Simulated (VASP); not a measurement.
The system is Si3As2.

```
CELL_PARAMETERS angstrom
4.72631 0.00000 0.00000
-2.36316 4.09311 0.00000
0.00000 0.00000 5.48422
ATOMIC_POSITIONS crystal
Si 0.50000 0.00000 0.50000
Si 0.00000 0.50000 0.50000
Si 0.50000 0.50000 0.50000
As 0.00000 0.00000 0.72039
As 0.00000 0.00000 0.27961
```

The cell was generated, and may not be a known phase.

- Program: VASP 6.6.1
- Task: relaxation of cell and atoms
- Functional: PBE
- Potentials or basis: VASP PAW PBE potentials, release 64 (Si, As)
- Cutoff: 500 eV
- k mesh: 4 × 4 × 3
- Occupations: gaussian, width 0.2 eV
- Spin: no spin polarisation

At the start: pressure 13.9 GPa; volume 21.22 Å³/atom.

Question: Where does the relaxation end?

Answer: Over 10 steps the energy falls by 152.2 meV/atom and the volume is 23.93 Å³/atom (+12.8 %); space group P6/mmm (No. 191, to 0.1 Å) before and after.

Step by step:
| step | energy change (eV) | largest force (eV/Å) | pressure (GPa) | volume (Å³) |
| --- | --- | --- | --- | --- |
| 1 | 0.0000 | 1.6118 | 13.95 | 106.09 |
| 2 | -0.4847 | 0.7617 | -4.85 | 136.86 |
| 3 | -0.7477 | 0.0299 | -0.25 | 122.89 |
| 4 | -0.7477 | 0.0526 | -0.10 | 122.54 |
| 5 | -0.7498 | 0.0970 | -0.03 | 122.16 |
| 6 | -0.7524 | 0.2148 | 0.18 | 121.19 |
| 7 | -0.7538 | 0.1975 | 0.11 | 121.13 |
| 8 | -0.7570 | 0.1481 | -0.08 | 120.93 |
| 9 | -0.7589 | 0.0571 | -0.41 | 120.54 |
| 10 | -0.7611 | 0.0228 | -0.24 | 119.64 |

Final structure:
```xyz
5
Lattice="5.0540 0.0000 0.0000 -2.5270 4.3769 0.0000 0.0000 0.0000 5.4083" Properties=species:S:1:pos:R:3 pbc="T T T"
Si    2.5270    0.0000    2.7041
Si   -1.2635    2.1885    2.7041
Si    1.2635    2.1885    2.7041
As   -2.5270    4.3769    3.9968
As    0.0000    0.0000    1.4115
```

Caveat: the k points lie up to 0.39 Å⁻¹ apart in the final cell, too coarse for converged energies and pressures of a metal.
